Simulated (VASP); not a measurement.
# P (Cmce) in VASP: a series of runs

P is run at these levels: PBE+D3(BJ); tasks: relaxation of shape and atoms at fixed volume.

Everything below comes from runs of VASP 6.6.1. Logs are shortened: lines on timing, memory, paths and dates and some standing lists are left out, and cuts for length are marked.

## (1) The cell of the first run

It takes space group Cmce (No. 64, orthorhombic). Conventional cell: a = 3.356 Å, b = 10.295 Å, c = 4.206 Å, α = 90.00°, β = 90.00°, γ = 90.00°. Within 3.0 Å of P (site symmetry m) lie 3 P at 2.25 to 2.27 Å.

## (2) Relaxation of shape and atoms at fixed volume, PBE+D3(BJ) (18.16 Å³/atom)

File INCAR:

```
  PREC = Accurate
  ENCUT = 600
  EDIFF = 1E-6
  ISMEAR = 0
  SIGMA = 0.1
  LREAL = False
  LASPH = True
  NELM = 80
  ALGO = Normal
  ISIF = 4
  LWAVE = False
  LCHARG = False
  GGA = PE
  IVDW = 12
  IBRION = 2
  NSW = 50
  EDIFFG = -0.01
```

File KPOINTS:

```
regular mesh
0
Gamma
  14 14 10
```

File POSCAR:

```
P
1.0
    1.6778654057     -5.1477481904      0.0000000000
    1.6778654057      5.1477481904      0.0000000000
    0.0000000000      0.0000000000      4.2060761490
P
4
Direct
    0.8936276155      0.1063723845      0.0718894414
    0.6063723845      0.3936276155      0.5718894414
    0.1063723845      0.8936276155      0.9281105586
    0.3936276155      0.6063723845      0.4281105586
```

Potentials or basis: VASP PAW PBE potentials, release 64 (P).

Command:

```
> cat potpaw_PBE.64/P/POTCAR > POTCAR
> mpirun -np 1 vasp_std > vasp.out
```

OUTCAR:

```text
PREC = Accurate
   ENCUT = 600
   EDIFF = 1E-6
   ISMEAR = 0
   LREAL = False
   LASPH = True
   NELM = 80
   ISIF = 4
   GGA = PE
   IVDW = 12
   IBRION = 2
   NSW = 50
   EDIFFG = -0.01
 IVDW          = 12

 ion  position               nearest neighbor table
   1  0.894  0.106  0.072-   4 2.25   4 2.25   3 2.27
   2  0.606  0.394  0.572-   3 2.25   3 2.25   4 2.27
   3  0.106  0.894  0.928-   2 2.25   2 2.25   1 2.27
   4  0.394  0.606  0.428-   1 2.25   1 2.25   2 2.27

  LATTYP: Found a base centered orthorhombic cell.
 ALAT       =     3.3557308114
 B/A-ratio  =     3.0680340467
 C/A-ratio  =     1.2534009387

  Lattice vectors:

 A1 = (   1.6778654057,  -5.1477481904,   0.0000000000)
 A2 = (   1.6778654057,   5.1477481904,   0.0000000000)
 A3 = (   0.0000000000,   0.0000000000,   4.2060761490)

Analysis of symmetry for initial positions (statically):
=====================================================================
 Subroutine PRICEL returns:
 Original cell was already a primitive cell.

 Routine SETGRP: Setting up the symmetry group for a
 base centered orthorhombic supercell.

 Subroutine GETGRP returns: Found  8 space group operations
 (whereof  4 operations were pure point group operations)
 out of a pool of  8 trial point group operations.

The static configuration has the point symmetry C_2h.
 The point group associated with its full space group is D_2h.

Analysis of symmetry for dynamics (positions and initial velocities):
=====================================================================
 Subroutine PRICEL returns:
 Original cell was already a primitive cell.

 Routine SETGRP: Setting up the symmetry group for a
 base centered orthorhombic supercell.

 Subroutine GETGRP returns: Found  8 space group operations
 (whereof  4 operations were pure point group operations)
 out of a pool of  8 trial point group operations.

The dynamic configuration has the point symmetry C_2h.
 The point group associated with its full space group is D_2h.

 Subroutine INISYM returns: Found  8 space group operations
 (whereof  4 operations are pure point group operations),
 and found     1 'primitive' translations

----------------------------------------------------------------------------------------

                                     Primitive cell

  volume of cell :      72.6577

  direct lattice vectors                    reciprocal lattice vectors
     1.677865406 -5.147748190  0.000000000     0.297997681 -0.097129848  0.000000000
     1.677865406  5.147748190  0.000000000     0.297997681  0.097129848  0.000000000
     0.000000000  0.000000000  4.206076149     0.000000000  0.000000000  0.237751283

  length of vectors
     5.414290697  5.414290697  4.206076149     0.313427544  0.313427544  0.237751283

  position of ions in fractional coordinates (direct lattice)
     0.893627616  0.106372384  0.071889441
     0.606372384  0.393627616  0.571889441
     0.106372384  0.893627616  0.928110559
     0.393627616  0.606372384  0.428110559

  ion indices of the primitive-cell ions
   primitive index   ion index
                 1           1
                 2           2
                 3           3
                 4           4

----------------------------------------------------------------------------------------

 KPOINTS: regular mesh

Automatic generation of k-mesh.
 Grid dimensions read from file:
 generate k-points for:   14   14   10

 Generating k-lattice:

  Cartesian coordinates                     Fractional coordinates (reciprocal lattice)
     0.021285549 -0.006937846  0.000000000     0.071428571  0.000000000  0.000000000
     0.021285549  0.006937846  0.000000000     0.000000000  0.071428571  0.000000000
     0.000000000  0.000000000  0.023775128     0.000000000  0.000000000  0.100000000

  Length of vectors
     0.022387682  0.022387682  0.023775128

  Shift w.r.t. Gamma in fractional coordinates (k-lattice)
     0.000000000  0.000000000  0.000000000

 Subroutine IBZKPT returns following result:
 ===========================================

 Found    342 irreducible k-points:

 Following reciprocal coordinates:
            Coordinates               Weight
  0.000000  0.000000  0.000000      1.000000
  0.071429  0.000000  0.000000      4.000000
  0.142857  0.000000  0.000000      4.000000
  0.214286  0.000000  0.000000      4.000000
  0.285714  0.000000  0.000000      4.000000
  0.357143  0.000000  0.000000      4.000000
[... 16 lines left out ...]
  0.214286  0.142857  0.000000      4.000000
  0.285714  0.142857  0.000000      4.000000
 [... further k-points ...]
   k-points           NKPTS =    342   k-points in BZ     NKDIM =    342   number of bands    NBANDS=     14
   number of dos      NEDOS =    301   number of ions     NIONS =      4
   total plane-waves  NPLWV =  82944
   dimension x,y,z NGX =    48 NGY =   48 NGZ =   36
   dimension x,y,z NGXF=    96 NGYF=   96 NGZF=   72
   ions per type =               4
   NGX,Y,Z   is equivalent  to a cutoff of  14.74, 14.74, 14.23 a.u.
   NGXF,Y,Z  is equivalent  to a cutoff of  29.48, 29.48, 28.46 a.u.
 SYSTEM =  unknown system
   PREC   = accura    normal or accurate (medium, high low for compatibility)
   ISTART =      0    job   : 0-new  1-cont  2-samecut
   ICHARG =      2    charge: 1-file 2-atom 10-const
   ISPIN  =      1    spin polarized calculation?
   LNONCOLLINEAR =      F non collinear calculations
   LSORBIT =      F    spin-orbit coupling
   LASPH  =      T    aspherical Exc in radial PAW
   ENCUT  =  600.0 eV  44.10 Ry    6.64 a.u.  10.81 10.81  8.40*2*pi/ulx,y,z
   NELM   =     80;   NELMIN=  2; NELMDL= -5     # of ELM steps
   EDIFF  = 0.1E-05   stopping-criterion for ELM
   LREAL  =      F    real-space projection
   EDIFFG = -.1E-01   stopping-criterion for IOM
   NSW    =     50    number of steps for IOM
   IBRION =      2    ionic relax: 0-MD 1-quasi-New 2-CG
   NFREE  =      1    steps in history (QN), initial steepest desc. (CG)
   ISIF   =      4    stress and relaxation
   ISYM   =      2    0-nonsym 1-usesym 2-fastsym
   POTIM  = 0.5000    time-step for ionic-motion
   TEBEG  =    0.0;   TEEND  =   0.0 temperature during run
   PSTRESS=    0.0 pullay stress
   NELECT =      20.0000    total number of electrons
   NUPDOWN=      -1.0000    fix difference up-down
   EMIN   =  10.00;   EMAX   =-10.00  energy-range for DOS
   EFERMI =   0.00;   METHOD = LEGACY
   ISMEAR =     0;   SIGMA  =   0.10  broadening in eV -4-tet -1-fermi 0-gaus
   EFERMI_NEDOS =   21; number of points for ismear=-14 and -15
   IALGO  =     38    algorithm
   IMIX   =      4    mixing-type and parameters
     AMIX     =   0.40;   BMIX     =  1.00
     AMIX_MAG =   1.60;   BMIX_MAG =  1.00
  volume/ion in A,a.u.               =      18.16       122.58
  Fermi-wavevector in a.u.,A,eV,Ry     =   1.064938  2.012441 15.430271  1.134093
  Thomas-Fermi vector in A             =   2.200473
   LORBIT       =      0    0 simple, 1 ext, 2 COOP (PROOUT), +10 PAW based schemes
   GGA     = PE    functional components
   LHFCALC =     F    Hartree Fock is set to
   AEXX    =    0.0000 exact exchange contribution
   IVDW    =    12    specifies the selected vdW correction
   LEPSILON=     F    determine dielectric tensor
   LRPA    =     F    only Hartree local field effects (RPA)
 conjugate gradient relaxation of ions
 non-spin polarized calculation
 Gauss-broadening in eV      SIGMA  =   0.10
  energy-cutoff  :      600.00
  volume of cell :       72.66
 maximum number of plane-waves:      2454
 NGX is ok and might be reduce to    48
   NGX = 21   NGY = 21   NGZ = 17

--------------------------------------- Ionic step        1  -------------------------------------------

 number of electron      19.9999999 magnetization

 Free energy of the ion-electron system (eV)
  ---------------------------------------------------
  ext. energy  EPLUGINS =         0.00000000
  ---------------------------------------------------
  free energy    TOTEN  =       -21.40329633 eV

  energy without entropy =      -21.40282545  energy(sigma->0) =      -21.40306089

------------------------ aborting loop because EDIFF is reached ----------------------------------------

 Edisp (eV)   -1.54494

 E8    (eV) :    -0.5854

  FORCE on cell =-STRESS in cart. coord.  units (eV):
  Direction    XX          YY          ZZ          XY          YZ          ZX
  --------------------------------------------------------------------------------------
  -------------------------------------------------------------------------------------
  Total      -1.43927    -1.20108    -1.12665     0.00000     0.00000     0.00000
  in kB     -31.73735   -26.48502   -24.84385     0.00000     0.00000     0.00000
  external pressure =      -27.69 kB  Pullay stress =        0.00 kB
[... 275 lines left out ...]
  energy  without entropy=      -22.9645317368  energy(sigma->0) =      -22.96478288

--------------------------------------- Ionic step        8  -------------------------------------------

 number of electron      20.0000002 magnetization

 Free energy of the ion-electron system (eV)
  ---------------------------------------------------
  ext. energy  EPLUGINS =         0.00000000
  ---------------------------------------------------
  free energy    TOTEN  =       -21.42173552 eV

  energy without entropy =      -21.42121834  energy(sigma->0) =      -21.42147693

 E-fermi :   7.1204     XC(G=0): -10.1011

 val. band max:        7.1141170686   @ k =   0.5000   0.1429   0.0000
 cond. band min:       7.1513538676   @ k =  -0.3571   0.3571   0.0000
 fundamental gap:      0.0372367990
 Fermi energy:         7.1204413246

 k-point     1 :       0.0000    0.0000    0.0000
  band No.  band energies     occupation
      1      -8.8568      2.00000
      2      -5.6518      2.00000
      3      -2.2022      2.00000
      4      -0.0796      2.00000
      5       2.0330      2.00000
      6       2.6561      2.00000
      7       3.0300      2.00000
      8       4.2003      2.00000
      9       4.4828      2.00000
     10       5.7284      2.00000
     11       7.9854      0.00000
     12       8.2855      0.00000
     13       9.0086      0.00000
     14      10.3837      0.00000
[... 375 lines left out ...]
 k-point    24 :       0.2857    0.1429    0.0000
  band No.  band energies     occupation
      1      -6.7029      2.00000
      2      -4.9657      2.00000
      3      -3.4731      2.00000
      4      -2.4125      2.00000
      5       1.5680      2.00000
      6       1.8198      2.00000
      7       3.5743      2.00000
      8       4.1559      2.00000
      9       4.1877      2.00000
     10       5.1025      2.00000
     11       7.7904      0.00000
     12       7.9051      0.00000
     13       7.9986      0.00000
     14       8.8290      0.00000

 [... further k-points ...]

------------------------ aborting loop because EDIFF is reached ----------------------------------------

 Edisp (eV)   -1.54337

 E8    (eV) :    -0.5846

  FORCE on cell =-STRESS in cart. coord.  units (eV):
  Direction    XX          YY          ZZ          XY          YZ          ZX
  --------------------------------------------------------------------------------------
  -------------------------------------------------------------------------------------
  Total      -0.32341    -0.36789    -0.29475     0.00000     0.00000     0.00000
  in kB      -7.13143    -8.11243    -6.49947     0.00000     0.00000     0.00000
  external pressure =       -7.25 kB  Pullay stress =        0.00 kB
[... 19 lines left out ...]
  FREE ENERGIE OF THE ION-ELECTRON SYSTEM (eV)
  ---------------------------------------------------
  free  energy   TOTEN  =       -22.9651036444 eV

  energy  without entropy=      -22.9645864646  energy(sigma->0) =      -22.96484505

 reached required accuracy - stopping structural energy minimisation
```

Run time: 37 min. Hardware: 1 thread of Intel Xeon 8259CL, shared host; peak memory 0.49 GiB.

Results:

```yaml
Free_energy: -22.9651 eV
Energy_gained_by_relaxing: 4.2 meV/atom
Ionic_steps: 8
Pressure_after_relaxing: -0.7 GPa
Largest_force_after_relaxing: 0.005 eV/Å
Band_gap_on_the_k_mesh: zero (bands 10 and 11 overlap by 0.17 eV)
Dispersion_energy_per_atom: -0.386 eV
```

Forces on the atoms (eV/Å):
```
P    0.000  0.003  0.005
P    0.000 -0.003  0.005
P    0.000 -0.003 -0.005
P    0.000  0.003 -0.005
```

The path:
```csv
step,energy change (eV),largest force (eV/Å),pressure (GPa),volume (Å³)
1,0.0000,0.2976,-2.77,72.66
2,-0.0121,0.0988,-1.72,72.66
3,-0.0140,0.0570,-1.13,72.66
4,-0.0165,0.0114,-0.86,72.66
5,-0.0168,0.0327,-0.76,72.66
6,-0.0168,0.0355,-0.75,72.66
7,-0.0168,0.0175,-0.70,72.66
8,-0.0169,0.0055,-0.72,72.66
```

Final structure:
```
CELL_PARAMETERS angstrom
1.65758 -5.16816 0.00000
1.65758 5.16816 0.00000
0.00000 0.00000 4.24073
ATOMIC_POSITIONS crystal
P 0.89565 0.10435 0.07519
P 0.60435 0.39565 0.57519
P 0.10435 0.89565 0.92481
P 0.39565 0.60435 0.42481
```

Levels at points of the mesh, in eV from the Fermi level:
```csv
k point,band 8,band 9,band 10,band 11,band 12,band 13
"(0.00, 0.00, 0.00)",-2.92,-2.64,-1.39,0.86,1.17,1.89
"(0.50, 0.00, 0.00)",-3.30,-2.71,-2.71,0.83,0.83,1.03
"(0.50, 0.50, 0.00)",-2.24,-1.81,-0.31,0.39,0.62,2.37
"(0.00, 0.00, 0.50)",-3.14,-1.06,-1.06,1.45,1.45,2.35
"(0.50, 0.00, 0.50)",-5.74,-2.10,-2.10,1.60,1.60,4.41
"(0.50, 0.50, 0.50)",-2.55,-1.41,-1.41,1.33,1.33,2.62
```

(Continued in part 2 of 2.)

The gap in the log of VASP goes by the Fermi energy; the results here count the filled bands.